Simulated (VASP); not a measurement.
# BaAg2As2 (I4/mmm) in VASP: settings compared

The runs below take BaAg2As2 through single point, with PBE, r2SCAN.

Everything below comes from runs of VASP 6.6.1. Logs are shortened: lines on timing, memory, paths and dates and some standing lists are left out, and cuts for length are marked.

## 1. The cell of the first run

Symmetry: I4/mmm, No. 139, tetragonal system. Conventional cell: a = 4.575 Å, b = 4.575 Å, c = 11.454 Å, α = 90.00°, β = 90.00°, γ = 90.00°. Ba (site symmetry 4/mmm) has 10 As at 3.50 to 4.40 Å and 8 Ag at 3.66 Å and 4 Ba at 4.57 Å within 4.6 Å. Within 3.7 Å of Ag (site symmetry -4m2) lie 4 As at 2.76 Å and 4 Ag at 3.23 Å and 4 Ba at 3.66 Å. Within 3.5 Å of As (site symmetry 4mm) lie 1 As at 2.65 Å and 4 Ag at 2.76 Å and 4 Ba at 3.50 Å.

## 2. Single point, PBE

File INCAR:

```
PREC = Accurate
ENCUT = 520
EDIFF = 1E-6
ISMEAR = -1
SIGMA = 0.1
LREAL = False
LASPH = True
NELM = 60
ALGO = Normal
ISIF = 2
LWAVE = False
LCHARG = True
GGA = PE
LELF = True
LVHAR = True
NBANDS = 29
```

File KPOINTS:

```
regular mesh
0
Gamma
  8 8 8
```

File POSCAR:

```
BaAg2As2
1.0
   -2.2874485581      2.2874485581      5.7269835932
    2.2874485581     -2.2874485581      5.7269835932
    2.2874485581      2.2874485581     -5.7269835932
Ba Ag As
1 2 2
Direct
    0.0000000000      0.0000000000      0.0000000000
    0.7500000000      0.2500000000      0.5000000000
    0.2500000000      0.7500000000      0.5000000000
    0.3844417131      0.3844417131      0.0000000000
    0.6155582869      0.6155582869      0.0000000000
```

Potentials or basis: VASP PAW PBE potentials, release 64 (Ba_sv, Ag, As).

On the command line:

```sh
$ cat potpaw_PBE.64/Ba_sv/POTCAR potpaw_PBE.64/Ag/POTCAR potpaw_PBE.64/As/POTCAR > POTCAR
$ mpirun -np 1 vasp_std > vasp.out
```

OUTCAR:

```text
PREC = Accurate
   ENCUT = 520
   EDIFF = 1E-6
   ISMEAR = -1
   LREAL = False
   LASPH = True
   NELM = 60
   ISIF = 2
   GGA = PE

 ion  position               nearest neighbor table
   1  0.000  0.000  0.000-   5 3.50   5 3.50   5 3.50   4 3.50   5 3.50   4 3.50   4 3.50   4 3.50
                             2 3.66   3 3.66   2 3.66   3 3.66   2 3.66   2 3.66   3 3.66   3 3.66
   2  0.750  0.250  0.500-   5 2.76   4 2.76   4 2.76   5 2.76   3 3.23   3 3.23   3 3.23   3 3.23
                             1 3.66   1 3.66   1 3.66   1 3.66
   3  0.250  0.750  0.500-   5 2.76   4 2.76   4 2.76   5 2.76   2 3.23   2 3.23   2 3.23   2 3.23
                             1 3.66   1 3.66   1 3.66   1 3.66
   4  0.384  0.384  0.000-   5 2.65   3 2.76   2 2.76   3 2.76   2 2.76   1 3.50   1 3.50   1 3.50
                             1 3.50
   5  0.616  0.616  0.000-   4 2.65   2 2.76   3 2.76   2 2.76   3 2.76   1 3.50   1 3.50   1 3.50
                             1 3.50

  LATTYP: Found a body centered tetragonal cell.
 ALAT       =     4.5748971162
 C/A-ratio  =     2.5036556879

  Lattice vectors:

 A1 = (  -2.2874485581,   2.2874485581,   5.7269835932)
 A2 = (   2.2874485581,  -2.2874485581,   5.7269835932)
 A3 = (   2.2874485581,   2.2874485581,  -5.7269835932)

Analysis of symmetry for initial positions (statically):
=====================================================================
 Subroutine PRICEL returns:
 Original cell was already a primitive cell.

 Routine SETGRP: Setting up the symmetry group for a
 body centered tetragonal supercell.

 Subroutine GETGRP returns: Found 16 space group operations
 (whereof 16 operations were pure point group operations)
 out of a pool of 16 trial point group operations.

The static configuration has the point symmetry D_4h.

Analysis of symmetry for dynamics (positions and initial velocities):
=====================================================================
 Subroutine PRICEL returns:
 Original cell was already a primitive cell.

 Routine SETGRP: Setting up the symmetry group for a
 body centered tetragonal supercell.

 Subroutine GETGRP returns: Found 16 space group operations
 (whereof 16 operations were pure point group operations)
 out of a pool of 16 trial point group operations.

The dynamic configuration has the point symmetry D_4h.

 Subroutine INISYM returns: Found 16 space group operations
 (whereof 16 operations are pure point group operations),
 and found     1 'primitive' translations

----------------------------------------------------------------------------------------

                                     Primitive cell

  volume of cell :     119.8640

  direct lattice vectors                    reciprocal lattice vectors
    -2.287448558  2.287448558  5.726983593     0.000000000  0.218584151  0.087305995
     2.287448558 -2.287448558  5.726983593     0.218584151  0.000000000  0.087305995
     2.287448558  2.287448558 -5.726983593     0.218584151  0.218584151  0.000000000

  length of vectors
     6.577475419  6.577475419  6.577475419     0.235374951  0.235374951  0.309124670

  position of ions in fractional coordinates (direct lattice)
     0.000000000  0.000000000  0.000000000
     0.750000000  0.250000000  0.500000000
     0.250000000  0.750000000  0.500000000
     0.384441713  0.384441713  0.000000000
     0.615558287  0.615558287  0.000000000

  ion indices of the primitive-cell ions
   primitive index   ion index
                 1           1
                 2           2
                 3           3
                 4           4
                 5           5

----------------------------------------------------------------------------------------

 KPOINTS: regular mesh

Automatic generation of k-mesh.
 Grid dimensions read from file:
 generate k-points for:    8    8    8

 Generating k-lattice:

  Cartesian coordinates                     Fractional coordinates (reciprocal lattice)
     0.000000000  0.027323019  0.010913249     0.125000000 -0.000000000  0.000000000
     0.027323019  0.000000000  0.010913249    -0.000000000  0.125000000  0.000000000
     0.027323019  0.027323019  0.000000000     0.000000000  0.000000000  0.125000000

  Length of vectors
     0.029421869  0.029421869  0.038640584

  Shift w.r.t. Gamma in fractional coordinates (k-lattice)
     0.000000000  0.000000000  0.000000000

 Subroutine IBZKPT returns following result:
 ===========================================

 Found     59 irreducible k-points:

 Following reciprocal coordinates:
            Coordinates               Weight
  0.000000  0.000000  0.000000      1.000000
  0.125000 -0.000000  0.000000      8.000000
  0.250000 -0.000000  0.000000      8.000000
  0.375000 -0.000000  0.000000      8.000000
  0.500000 -0.000000  0.000000      4.000000
  0.125000  0.125000  0.000000      8.000000
[... 16 lines left out ...]
  0.250000  0.125000  0.125000     16.000000
  0.375000  0.125000  0.125000      8.000000
 [... further k-points ...]
   k-points           NKPTS =     59   k-points in BZ     NKDIM =     59   number of bands    NBANDS=     29
   number of dos      NEDOS =    301   number of ions     NIONS =      5
   total plane-waves  NPLWV = 125000
   dimension x,y,z NGX =    50 NGY =   50 NGZ =   50
   dimension x,y,z NGXF=   100 NGYF=  100 NGZF=  100
   ions per type =               1   2   2
   NGX,Y,Z   is equivalent  to a cutoff of  12.64, 12.64, 12.64 a.u.
   NGXF,Y,Z  is equivalent  to a cutoff of  25.28, 25.28, 25.28 a.u.
 SYSTEM =  unknown system
   PREC   = accura    normal or accurate (medium, high low for compatibility)
   ISTART =      0    job   : 0-new  1-cont  2-samecut
   ICHARG =      2    charge: 1-file 2-atom 10-const
   ISPIN  =      1    spin polarized calculation?
   LNONCOLLINEAR =      F non collinear calculations
   LSORBIT =      F    spin-orbit coupling
   LASPH  =      T    aspherical Exc in radial PAW
   ENCUT  =  520.0 eV  38.22 Ry    6.18 a.u.  12.23 12.23 12.23*2*pi/ulx,y,z
   NELM   =     60;   NELMIN=  2; NELMDL= -5     # of ELM steps
   EDIFF  = 0.1E-05   stopping-criterion for ELM
   LREAL  =      F    real-space projection
   EDIFFG = 0.1E-04   stopping-criterion for IOM
   NSW    =      0    number of steps for IOM
   IBRION =     -1    ionic relax: 0-MD 1-quasi-New 2-CG
   NFREE  =      0    steps in history (QN), initial steepest desc. (CG)
   ISIF   =      2    stress and relaxation
   ISYM   =      2    0-nonsym 1-usesym 2-fastsym
   POTIM  = 0.5000    time-step for ionic-motion
   TEBEG  =    0.0;   TEEND  =   0.0 temperature during run
   PSTRESS=    0.0 pullay stress
   NELECT =      42.0000    total number of electrons
   NUPDOWN=      -1.0000    fix difference up-down
   EMIN   =  10.00;   EMAX   =-10.00  energy-range for DOS
   EFERMI =   0.00;   METHOD = LEGACY
   ISMEAR =    -1;   SIGMA  =   0.10  broadening in eV -4-tet -1-fermi 0-gaus
   EFERMI_NEDOS =   21; number of points for ismear=-14 and -15
   IALGO  =     38    algorithm
   IMIX   =      4    mixing-type and parameters
     AMIX     =   0.40;   BMIX     =  1.00
     AMIX_MAG =   1.60;   BMIX_MAG =  1.00
  volume/ion in A,a.u.               =      23.97       161.78
  Fermi-wavevector in a.u.,A,eV,Ry     =   1.154149  2.181025 18.123763  1.332059
  Thomas-Fermi vector in A             =   2.290787
   LORBIT       =      0    0 simple, 1 ext, 2 COOP (PROOUT), +10 PAW based schemes
   GGA     = PE    functional components
[... 5 lines left out ...]
 non-spin polarized calculation
  energy-cutoff  :      520.00
  volume of cell :      119.86
 maximum number of plane-waves:      3278
 NGX is ok and might be reduce to    50
   NGX = 25   NGY = 25   NGZ = 25

 number of electron      41.9999999 magnetization

 Free energy of the ion-electron system (eV)
  ---------------------------------------------------
  ext. energy  EPLUGINS =         0.00000000
  ---------------------------------------------------
  free energy    TOTEN  =       -19.16916358 eV

  energy without entropy =      -19.10959099  energy(sigma->0) =      -19.13937728

 E-fermi :   5.3402     XC(G=0): -10.1686

 val. band max:        5.3199949335   @ k =  -0.2500   0.2500   0.2500
 cond. band min:       5.3514888714   @ k =   0.3750   0.3750   0.0000
 fundamental gap:      0.0314939379
 Fermi energy:         5.3402024477

 k-point     1 :       0.0000    0.0000    0.0000
  band No.  band energies     occupation
      1     -22.6321      2.00000
      2      -7.9882      2.00000
      3      -7.8329      2.00000
      4      -7.8329      2.00000
      5      -6.6982      2.00000
      6      -4.5921      2.00000
[... 21 lines left out ...]
     28       9.5321      0.00000
     29      10.6840      0.00000

 k-point     2 :       0.1250   -0.0000    0.0000
  band No.  band energies     occupation
      1     -22.6301      2.00000
      2      -7.9866      2.00000
      3      -7.9546      2.00000
      4      -7.8260      2.00000
      5      -6.5296      2.00000
      6      -4.6263      2.00000
[... 21 lines left out ...]
     28       9.2305      0.00000
     29      10.3226      0.00000

 k-point     3 :       0.2500   -0.0000    0.0000
  band No.  band energies     occupation
      1     -22.6254      2.00000
      2      -8.1888      2.00000
      3      -7.9607      2.00000
      4      -7.8091      2.00000
      5      -6.1949      2.00000
      6      -4.7162      2.00000
[... 21 lines left out ...]
     28       9.8090      0.00000
     29       9.8706      0.00000

 k-point     4 :       0.3750   -0.0000    0.0000
  band No.  band energies     occupation
      1     -22.6207      2.00000
      2      -8.3619      2.00000
      3      -7.9388      2.00000
      4      -7.7922      2.00000
      5      -5.8998      2.00000
      6      -4.8207      2.00000
[... 597 lines left out ...]
     28       9.7771      0.00000
     29      10.5160      0.00000

 k-point    23 :       0.2500    0.1250    0.1250
  band No.  band energies     occupation
      1     -22.6147      2.00000
      2      -8.2285      2.00000
      3      -7.9445      2.00000
      4      -7.9134      2.00000
      5      -6.0389      2.00000
      6      -4.7430      2.00000
[... 21 lines left out ...]
     28       9.9510      0.00000
     29      10.3190      0.00000

 k-point    24 :       0.3750    0.1250    0.1250
  band No.  band energies     occupation
      1     -22.6128      2.00000
      2      -8.2638      2.00000
      3      -7.9272      2.00000
      4      -7.9063      2.00000
      5      -6.0213      2.00000
      6      -4.7625      2.00000
[... 21 lines left out ...]
     28       9.9520      0.00000
     29      10.9580      0.00000

 [... further k-points ...]
[... 5 lines left out ...]
  --------------------------------------------------------------------------------------
  -------------------------------------------------------------------------------------
  Total        0.2545795      0.2545795      0.2469552      0.0000000      0.0000000      0.0000000
  in kB        3.4028710      3.4028710      3.3009596      0.0000000      0.0000000      0.0000000
  external PRESSURE =       3.3689005 kB  Pullay stress =       0.0000000 kB

 VOLUME and BASIS-vectors are now :
 -----------------------------------------------------------------------------
  energy-cutoff  :      520.00
  volume of cell :      119.86
      direct lattice vectors                 reciprocal lattice vectors
    -2.287448558  2.287448558  5.726983593     0.000000000  0.218584151  0.087305995
     2.287448558 -2.287448558  5.726983593     0.218584151  0.000000000  0.087305995
     2.287448558  2.287448558 -5.726983593     0.218584151  0.218584151  0.000000000

 POSITION                                       TOTAL-FORCE (eV/Angst)
 -----------------------------------------------------------------------------------
      0.00000      0.00000      0.00000         0.000000      0.000000      0.000000
     -0.00000      2.28745      2.86349         0.000000      0.000000      0.000000
      2.28745     -0.00000      2.86349         0.000000      0.000000      0.000000
      0.00000      0.00000      4.40338        -0.000000     -0.000000     -0.033536
      0.00000      0.00000      7.05058         0.000000      0.000000      0.033536
 -----------------------------------------------------------------------------------
    total drift:                               -0.000000     -0.000000     -0.000000

  FREE ENERGIE OF THE ION-ELECTRON SYSTEM (eV)
  ---------------------------------------------------
  free  energy   TOTEN  =       -19.1691635803 eV

  energy  without entropy=      -19.1095909893  energy(sigma->0) =      -19.13937728
```

Run time: 3.5 min. Hardware: 1 thread of Intel Xeon 6975P-C (Granite Rapids), shared host; peak memory 0.47 GiB.

Results:

| Quantity | Value |
| --- | --- |
| Free energy | -19.1692 eV |
| Pressure | 0.3 GPa |
| Largest force | 0.034 eV/Å |
| Band gap on the k mesh | zero (bands 21 and 22 overlap by 0.88 eV) |

Forces in eV/Å, atoms in the order of the input:
```
Ba   0.000  0.000  0.000
Ag   0.000  0.000  0.000
Ag   0.000  0.000  0.000
As   0.000  0.000 -0.034
As   0.000  0.000  0.034
```

Caveat: spin-orbit coupling is left out, which moves the levels of the heavy elements.

[end of part 1 of 2]

The gap in the log of VASP goes by the Fermi energy; the results here count the filled bands.